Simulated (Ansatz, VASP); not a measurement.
# Au in VASP and in Ansatz

File INCAR:

```
ALGO = Normal
EDIFF = 1E-7
EDIFFG = -0.04
ENCUT = 500
GGA = PE
GGA_COMPAT = False
IBRION = 2
ISIF = 3
ISMEAR = 0
LASPH = True
LCHARG = False
LREAL = False
LWAVE = False
NELM = 120
NELMIN = 4
NSW = 90
PREC = Accurate
SIGMA = 0.1
```

KPOINTS

```
k-points
0
Gamma
  6 6 4
```

Contents of POSCAR:

```
Au
1.0
    5.3045746900      0.0000000000      0.0000000000
   -2.6522873400      4.5938964400      0.0000000000
    0.0000000000      0.0000000000      4.6576432100
Au
6
Direct
    0.8452486200      0.1547513800      0.2500000000
    0.8452486200      0.6904972400      0.2500000000
    0.3095027600      0.1547513800      0.2500000000
    0.1547513800      0.8452486200      0.7500000000
    0.1547513800      0.3095027600      0.7500000000
    0.6904972400      0.8452486200      0.7500000000
```

Input for Ansatz:

```yaml
crystal:
  lattice:
    - [5.30457469, 0.0, 0.0]
    - [-2.65228734, 4.59389644, 0.0]
    - [0.0, 0.0, 4.65764321]
  atoms:
    - { symbol: Au, position: [0.84524862, 0.15475138, 0.25] }
    - { symbol: Au, position: [0.84524862, 0.69049724, 0.25] }
    - { symbol: Au, position: [0.30950276, 0.15475138, 0.25] }
    - { symbol: Au, position: [0.15475138, 0.84524862, 0.75] }
    - { symbol: Au, position: [0.15475138, 0.30950276, 0.75] }
    - { symbol: Au, position: [0.69049724, 0.84524862, 0.75] }
basis:
  ecutwfc: 420
kpoints:
  mp_grid: { grid: [6, 6, 4] }
hamiltonian:
  xc: pbe
scf:
  occupations: { method: gaussian, width: 0.1 }
  lower_state_search: "off"
output:
  forces: true
  stress: true
  eigenvalues: true
relax:
  adjacent_minimum: "off"
  f_tol: 0.04
  max_steps: 70
  cell: { stress_tol: 0.4 }
```

Alike in both runs: task relaxation of cell and atoms; functional PBE; k mesh 6 × 6 × 4; occupations gaussian, width 0.1 eV; no spin polarisation.

```csv
,VASP,Ansatz
version,VASP 6.6.1,Ansatz 0.2.0
potentials or method,"VASP PAW PBE potentials, release 64 (Au), cutoff 500 eV","scalar-relativistic, plane waves, PAW"
valence electrons in the cell,66,114
```

VASP gave:

```
gap on the k mesh at the Fermi level, each at its own relaxed structure (eV)  : none
relaxed volume (Å³/atom)                                                      : 21.07
relaxed length of the cell vector where the two differ most in proportion (Å) : 4.619
```

Question: What did Ansatz give for the same quantities?

Answer: gap on the k mesh at the Fermi level, each at its own relaxed structure (eV): none; relaxed volume (Å³/atom): 21.11; relaxed length of the cell vector where the two differ most in proportion (Å): 4.627.

A gap of «none» marks a metal or a gap that the smearing closes. VASP's potentials hold 66 valence electrons a cell and Ansatz's 114, so a difference there can come from the potentials and not from the codes.

Neither program's run includes spin-orbit coupling.
